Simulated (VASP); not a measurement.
# Zr (P6_3/mmc) in VASP: a series of runs

The runs below take Zr through single point, with PBE, r2SCAN.

Program: VASP 6.6.1. These are calculated values, not measurements. Logs are shortened: lines on timing, memory, paths and dates and some standing lists are left out, and cuts for length are marked.

## Step 1: The cell of the first run

Symmetry: P6_3/mmc, No. 194, hexagonal system. The conventional cell has a = 3.239 Å, b = 3.239 Å, c = 5.157 Å, α = 90.00°, β = 90.00°, γ = 120.00°. Within 4.2 Å of Zr (site symmetry -6m2) lie 12 Zr at 3.19 to 3.24 Å.

## Step 2: Single point, PBE

File INCAR:

```
SYSTEM = Zr
PREC = Accurate ; ENCUT = 520
EDIFF = 1E-6 ; ISMEAR = -1
SIGMA = 0.02 ; LREAL = .FALSE.
LASPH = .TRUE. ; NELM = 60
ALGO = Normal ; ISIF = 2
LWAVE = .FALSE. ; LCHARG = .TRUE.
GGA = PE ; LELF = .TRUE.
LVHAR = .TRUE. ; NBANDS = 19
```

File KPOINTS:

```
regular mesh
0
G
  12 12 4
  0 0 0
```

File POSCAR:

```
Zr
1.0
    3.2388529746      0.0000000000      0.0000000000
   -1.6194264873      2.8049289551      0.0000000000
    0.0000000000      0.0000000000      5.1570233619
Zr
2
Direct
    0.3333333333      0.6666666667      0.2500000000
    0.6666666667      0.3333333333      0.7500000000
```

Potentials or basis: VASP PAW PBE potentials, release 64 (Zr_sv).

Launch:

```bash
> cat potpaw_PBE.64/Zr_sv/POTCAR > POTCAR
> mpirun -np 1 vasp_std > vasp.out
```

OUTCAR:

```text
SYSTEM = Zr
   PREC = Accurate
   ENCUT = 520
   EDIFF = 1E-6
   ISMEAR = -1
   LREAL = .FALSE.
   LASPH = .TRUE.
   NELM = 60
   ISIF = 2
   GGA = PE

 ion  position               nearest neighbor table
   1  0.333  0.667  0.250-   2 3.19   2 3.19   2 3.19   2 3.19   2 3.19   2 3.19
   2  0.667  0.333  0.750-   1 3.19   1 3.19   1 3.19   1 3.19   1 3.19   1 3.19

  LATTYP: Found a hexagonal cell.
 ALAT       =     3.2388529746
 C/A-ratio  =     1.5922375614

  Lattice vectors:

 A1 = (   3.2388529746,   0.0000000000,   0.0000000000)
 A2 = (  -1.6194264873,   2.8049289551,   0.0000000000)
 A3 = (   0.0000000000,   0.0000000000,   5.1570233619)

Analysis of symmetry for initial positions (statically):
=====================================================================
 Subroutine PRICEL returns:
 Original cell was already a primitive cell.

 Routine SETGRP: Setting up the symmetry group for a
 hexagonal supercell.

 Subroutine GETGRP returns: Found 24 space group operations
 (whereof 12 operations were pure point group operations)
 out of a pool of 24 trial point group operations.

The static configuration has the point symmetry D_3d.
 The point group associated with its full space group is D_6h.

Analysis of symmetry for dynamics (positions and initial velocities):
=====================================================================
 Subroutine PRICEL returns:
 Original cell was already a primitive cell.

 Routine SETGRP: Setting up the symmetry group for a
 hexagonal supercell.

 Subroutine GETGRP returns: Found 24 space group operations
 (whereof 12 operations were pure point group operations)
 out of a pool of 24 trial point group operations.

The dynamic configuration has the point symmetry D_3d.
 The point group associated with its full space group is D_6h.

 Subroutine INISYM returns: Found 24 space group operations
 (whereof 12 operations are pure point group operations),
 and found     1 'primitive' translations

----------------------------------------------------------------------------------------

                                     Primitive cell

  volume of cell :      46.8503

  direct lattice vectors                    reciprocal lattice vectors
     3.238852975  0.000000000  0.000000000     0.308751279  0.178257634  0.000000000
    -1.619426487  2.804928955  0.000000000     0.000000000  0.356515269  0.000000000
     0.000000000  0.000000000  5.157023362     0.000000000  0.000000000  0.193910310

  length of vectors
     3.238852975  3.238852975  5.157023362     0.356515269  0.356515269  0.193910310

  position of ions in fractional coordinates (direct lattice)
     0.333333333  0.666666667  0.250000000
     0.666666667  0.333333333  0.750000000

  ion indices of the primitive-cell ions
   primitive index   ion index
                 1           1
                 2           2

----------------------------------------------------------------------------------------

 KPOINTS: regular mesh

Automatic generation of k-mesh.
 Grid dimensions read from file:
 generate k-points for:   12   12    4

 Generating k-lattice:

  Cartesian coordinates                     Fractional coordinates (reciprocal lattice)
     0.025729273  0.014854803  0.000000000     0.083333333  0.000000000  0.000000000
     0.000000000  0.029709606  0.000000000     0.000000000  0.083333333  0.000000000
     0.000000000  0.000000000  0.048477578     0.000000000  0.000000000  0.250000000

  Length of vectors
     0.029709606  0.029709606  0.048477578

  Shift w.r.t. Gamma in fractional coordinates (k-lattice)
     0.000000000  0.000000000  0.000000000

 Subroutine IBZKPT returns following result:
 ===========================================

 Found     57 irreducible k-points:

 Following reciprocal coordinates:
            Coordinates               Weight
  0.000000  0.000000  0.000000      1.000000
  0.083333  0.000000  0.000000      6.000000
  0.166667  0.000000  0.000000      6.000000
  0.250000  0.000000  0.000000      6.000000
  0.333333  0.000000  0.000000      6.000000
  0.416667  0.000000  0.000000      6.000000
[... 16 lines left out ...]
  0.250000  0.000000  0.250000     12.000000
  0.333333  0.000000  0.250000     12.000000
 [... further k-points ...]
   k-points           NKPTS =     57   k-points in BZ     NKDIM =     57   number of bands    NBANDS=     19
   number of dos      NEDOS =    301   number of ions     NIONS =      2
   total plane-waves  NPLWV =  23040
   dimension x,y,z NGX =    24 NGY =   24 NGZ =   40
   dimension x,y,z NGXF=    48 NGYF=   48 NGZF=   80
   ions per type =               2
   NGX,Y,Z   is equivalent  to a cutoff of  12.32, 12.32, 12.89 a.u.
   NGXF,Y,Z  is equivalent  to a cutoff of  24.64, 24.64, 25.79 a.u.
 SYSTEM =  Zr
   PREC   = accura    normal or accurate (medium, high low for compatibility)
   ISTART =      0    job   : 0-new  1-cont  2-samecut
   ICHARG =      2    charge: 1-file 2-atom 10-const
   ISPIN  =      1    spin polarized calculation?
   LNONCOLLINEAR =      F non collinear calculations
   LSORBIT =      F    spin-orbit coupling
   LASPH  =      T    aspherical Exc in radial PAW
   ENCUT  =  520.0 eV  38.22 Ry    6.18 a.u.   6.02  6.02  9.59*2*pi/ulx,y,z
   NELM   =     60;   NELMIN=  2; NELMDL= -5     # of ELM steps
   EDIFF  = 0.1E-05   stopping-criterion for ELM
   LREAL  =      F    real-space projection
   EDIFFG = 0.1E-04   stopping-criterion for IOM
   NSW    =      0    number of steps for IOM
   IBRION =     -1    ionic relax: 0-MD 1-quasi-New 2-CG
   NFREE  =      0    steps in history (QN), initial steepest desc. (CG)
   ISIF   =      2    stress and relaxation
   ISYM   =      2    0-nonsym 1-usesym 2-fastsym
   POTIM  = 0.5000    time-step for ionic-motion
   TEBEG  =    0.0;   TEEND  =   0.0 temperature during run
   PSTRESS=    0.0 pullay stress
   NELECT =      24.0000    total number of electrons
   NUPDOWN=      -1.0000    fix difference up-down
   EMIN   =  10.00;   EMAX   =-10.00  energy-range for DOS
   EFERMI =   0.00;   METHOD = LEGACY
   ISMEAR =    -1;   SIGMA  =   0.02  broadening in eV -4-tet -1-fermi 0-gaus
   EFERMI_NEDOS =   21; number of points for ismear=-14 and -15
   IALGO  =     38    algorithm
   IMIX   =      4    mixing-type and parameters
     AMIX     =   0.40;   BMIX     =  1.00
     AMIX_MAG =   1.60;   BMIX_MAG =  1.00
  volume/ion in A,a.u.               =      23.43       158.08
  Fermi-wavevector in a.u.,A,eV,Ry     =   1.309909  2.475369 23.345720  1.715862
  Thomas-Fermi vector in A             =   2.440476
   LORBIT       =      0    0 simple, 1 ext, 2 COOP (PROOUT), +10 PAW based schemes
   GGA     = PE    functional components
   LHFCALC =     F    Hartree Fock is set to
   AEXX    =    0.0000 exact exchange contribution
   IVDW    =     0    specifies the selected vdW correction
   LEPSILON=     F    determine dielectric tensor
   LRPA    =     F    only Hartree local field effects (RPA)
 non-spin polarized calculation
  energy-cutoff  :      520.00
  volume of cell :       46.85
 maximum number of plane-waves:      1296
   NGX = 13   NGY = 13   NGZ = 19

 number of electron      24.0000000 magnetization

 Free energy of the ion-electron system (eV)
  ---------------------------------------------------
  ext. energy  EPLUGINS =         0.00000000
  ---------------------------------------------------
  free energy    TOTEN  =       -17.04302396 eV

  energy without entropy =      -17.03970829  energy(sigma->0) =      -17.04136613

 E-fermi :   8.9642     XC(G=0): -11.0548

 val. band max:        8.9456306488   @ k =   0.0833   0.0000   0.2500
 cond. band min:       8.9679765398   @ k =   0.0000   0.0000   0.5000
 fundamental gap:      0.0223458909
 Fermi energy:         8.9642382133

 k-point     1 :       0.0000    0.0000    0.0000
  band No.  band energies     occupation
      1     -39.9312      2.00000
      2     -39.7806      2.00000
      3     -18.4444      2.00000
      4     -17.5893      2.00000
      5     -17.5893      2.00000
      6     -17.4576      2.00000
[... 11 lines left out ...]
     18      11.0452      0.00000
     19      13.3240      0.00000

 k-point     2 :       0.0833    0.0000    0.0000
  band No.  band energies     occupation
      1     -39.9235      2.00000
      2     -39.7774      2.00000
      3     -18.4236      2.00000
      4     -17.6350      2.00000
      5     -17.6044      2.00000
      6     -17.4978      2.00000
[... 11 lines left out ...]
     18      10.8790      0.00000
     19      13.4465      0.00000

 k-point     3 :       0.1667    0.0000    0.0000
  band No.  band energies     occupation
      1     -39.9021      2.00000
      2     -39.7692      2.00000
      3     -18.3641      2.00000
      4     -17.7598      2.00000
      5     -17.6440      2.00000
      6     -17.6241      2.00000
[... 11 lines left out ...]
     18      11.1264      0.00000
     19      13.6982      0.00000

 k-point     4 :       0.2500    0.0000    0.0000
  band No.  band energies     occupation
      1     -39.8715      2.00000
      2     -39.7591      2.00000
      3     -18.2742      2.00000
      4     -17.9300      2.00000
      5     -17.7891      2.00000
      6     -17.6956      2.00000
[... 11 lines left out ...]
     18      11.8800      0.00000
     19      13.9276      0.00000

 k-point     5 :       0.3333    0.0000    0.0000
  band No.  band energies     occupation
      1     -39.8384      2.00000
      2     -39.7515      2.00000
      3     -18.1678      2.00000
      4     -18.0993      2.00000
      5     -17.9467      2.00000
      6     -17.7452      2.00000
[... 11 lines left out ...]
     18      12.7945      0.00000
     19      14.0796      0.00000

 k-point     6 :       0.4167    0.0000    0.0000
  band No.  band energies     occupation
      1     -39.8107      2.00000
      2     -39.7491      2.00000
      3     -18.2222      2.00000
      4     -18.0682      2.00000
      5     -18.0583      2.00000
      6     -17.7804      2.00000
[... 11 lines left out ...]
     18      13.6906      0.00000
     19      14.1581      0.00000

 k-point     7 :       0.5000    0.0000    0.0000
  band No.  band energies     occupation
      1     -39.7990      2.00000
      2     -39.7498      2.00000
      3     -18.2669      2.00000
      4     -18.0984      2.00000
      5     -18.0210      2.00000
      6     -17.7932      2.00000
[... 11 lines left out ...]
     18      14.1814      0.00000
     19      15.0265      0.00000

 k-point     8 :       0.0833    0.0833    0.0000
  band No.  band energies     occupation
      1     -39.9090      2.00000
      2     -39.7717      2.00000
      3     -18.3835      2.00000
      4     -17.7110      2.00000
      5     -17.6537      2.00000
      6     -17.5655      2.00000
[... 256 lines left out ...]
 k-point    20 :       0.0000    0.0000    0.2500
  band No.  band energies     occupation
      1     -39.9094      2.00000
      2     -39.8030      2.00000
      3     -18.3079      2.00000
      4     -17.6111      2.00000
      5     -17.5691      2.00000
      6     -17.5691      2.00000
[... 11 lines left out ...]
     18      11.7180      0.00000
     19      13.3862      0.00000

 k-point    21 :       0.0833    0.0000    0.2500
  band No.  band energies     occupation
      1     -39.9024      2.00000
      2     -39.7991      2.00000
      3     -18.2949      2.00000
      4     -17.6414      2.00000
      5     -17.6098      2.00000
      6     -17.5829      2.00000
[... 11 lines left out ...]
     18      11.6685      0.00000
     19      13.4445      0.00000

 k-point    22 :       0.1667    0.0000    0.2500
  band No.  band energies     occupation
      1     -39.8829      2.00000
      2     -39.7889      2.00000
      3     -18.2617      2.00000
      4     -17.7512      2.00000
      5     -17.7096      2.00000
      6     -17.6194      2.00000
[... 11 lines left out ...]
     18      11.6845      0.00000
     19      13.5513      0.00000

 k-point    23 :       0.2500    0.0000    0.2500
  band No.  band energies     occupation
      1     -39.8552      2.00000
      2     -39.7758      2.00000
      3     -18.2300      2.00000
      4     -17.9116      2.00000
      5     -17.8308      2.00000
      6     -17.6674      2.00000
[... 11 lines left out ...]
     18      11.9392      0.00000
     19      13.6426      0.00000

 k-point    24 :       0.3333    0.0000    0.2500
  band No.  band energies     occupation
      1     -39.8257      2.00000
      2     -39.7643      2.00000
      3     -18.2471      2.00000
      4     -18.0639      2.00000
      5     -17.8996      2.00000
      6     -17.7139      2.00000
[... 11 lines left out ...]
     18      12.6458      0.00000
     19      13.7570      0.00000

 [... further k-points ...]

------------------------ aborting loop because EDIFF is reached ----------------------------------------

  FORCE on cell =-STRESS in cart. coord.  units (eV):
  Direction    XX          YY          ZZ          XY          YZ          ZX
  --------------------------------------------------------------------------------------
  -------------------------------------------------------------------------------------
  Total        0.0093521      0.0093521      0.0126968      0.0000000     -0.0000000      0.0000000
  in kB        0.3198215      0.3198215      0.4342032      0.0000000     -0.0000000      0.0000000
  external PRESSURE =       0.3579487 kB  Pullay stress =       0.0000000 kB

 VOLUME and BASIS-vectors are now :
 -----------------------------------------------------------------------------
  energy-cutoff  :      520.00
  volume of cell :       46.85
      direct lattice vectors                 reciprocal lattice vectors
     3.238852975  0.000000000  0.000000000     0.308751279  0.178257634  0.000000000
    -1.619426487  2.804928955  0.000000000     0.000000000  0.356515269  0.000000000
     0.000000000  0.000000000  5.157023362     0.000000000  0.000000000  0.193910310

 POSITION                                       TOTAL-FORCE (eV/Angst)
 -----------------------------------------------------------------------------------
     -0.00000      1.86995      1.28926         0.000000      0.000000      0.000000
      1.61943      0.93498      3.86777        -0.000000     -0.000000      0.000000
 -----------------------------------------------------------------------------------
    total drift:                               -0.000000      0.000000     -0.000000

  FREE ENERGIE OF THE ION-ELECTRON SYSTEM (eV)
  ---------------------------------------------------
  free  energy   TOTEN  =       -17.0430239618 eV

  energy  without entropy=      -17.0397082904  energy(sigma->0) =      -17.04136613
```

It took 15 s on 1 thread of Intel Xeon 6975P-C (Granite Rapids), shared host; peak memory 0.18 GiB.

What came out:

```yaml
Free_energy: -17.0430 eV
Pressure: 0.0 GPa
Band_gap_on_the_k_mesh: zero (bands 12 and 13 overlap by 0.93 eV)
```

Levels at points of the mesh, in eV from the Fermi level:
```tsv
k point	band 8	band 9	band 10	band 11	band 12	band 13	band 14	band 15	band 16	band 17
(0.00, 0.00, 0.00)	-26.41	-5.69	-3.05	0.82	0.82	0.97	1.11	1.51	1.51	2.08
(0.50, 0.00, 0.00)	-26.52	-2.58	-2.54	-2.16	-0.27	0.49	0.74	1.41	4.81	5.21
(0.00, 0.00, 0.50)	-26.48	-3.98	-3.98	0.00	0.00	0.73	0.73	0.73	0.73	3.88
(0.50, 0.00, 0.50)	-26.64	-2.89	-2.89	-1.08	-1.08	1.56	1.56	2.15	2.15	5.04
```

## Step 3: Single point, PBE

This run uses another cell than the first one, of 23.50 Å³/atom.

File INCAR:

```
PREC = Accurate
ENCUT = 520
EDIFF = 1E-7
ISMEAR = -1
SIGMA = 0.02
LREAL = False
LASPH = True
NELM = 80
ALGO = Normal
ISIF = 2
LWAVE = False
LCHARG = False
GGA = PE
NBANDS = 19
```

File KPOINTS:

```
Automatic mesh
0
Gamma
  12 12 6
```

File POSCAR:

```
Zr
1.0
    3.2466439786      0.0000000000      0.0000000000
   -1.6233219893      2.8116761625      0.0000000000
    0.0000000000      0.0000000000      5.1496488093
Zr
2
Direct
    0.3333333333      0.6666666667      0.2500000000
    0.6666666667      0.3333333333      0.7500000000
```

Potentials or basis: VASP PAW PBE potentials, release 64 (Zr_sv).

Launch:

```bash
> cat potpaw_PBE.64/Zr_sv/POTCAR > POTCAR
> mpirun -np 1 vasp_std > vasp.out
```

Run time: 21 s. Hardware: 1 thread of Intel Xeon 6975P-C (Granite Rapids), shared host; peak memory 0.19 GiB.

Results (log left out):

```yaml
Free_energy: -17.0400 eV
Pressure: -0.3 GPa
Band_gap_on_the_k_mesh: zero (bands 12 and 13 overlap by 0.99 eV)
```

Stress tensor (GPa, compression positive):
```
-0.56  0.00  0.00
 0.00 -0.56  0.00
 0.00  0.00  0.19
```

Levels at points of the mesh, in eV from the Fermi level:
| k point | band 10 | band 11 | band 12 | band 13 | band 14 | band 15 |
| --- | --- | --- | --- | --- | --- | --- |
| (0.00, 0.00, 0.00) | -3.00 | 0.86 | 0.86 | 1.05 | 1.17 | 1.55 |
| (0.50, 0.00, 0.00) | -2.49 | -2.10 | -0.24 | 0.52 | 0.80 | 1.47 |
| (0.00, 0.00, 0.50) | -3.93 | 0.07 | 0.07 | 0.76 | 0.76 | 0.76 |
| (0.50, 0.00, 0.50) | -2.83 | -1.02 | -1.02 | 1.59 | 1.59 | 2.18 |

[end of part 1 of 2]

The gap in the log of VASP goes by the Fermi energy; the results here count the filled bands.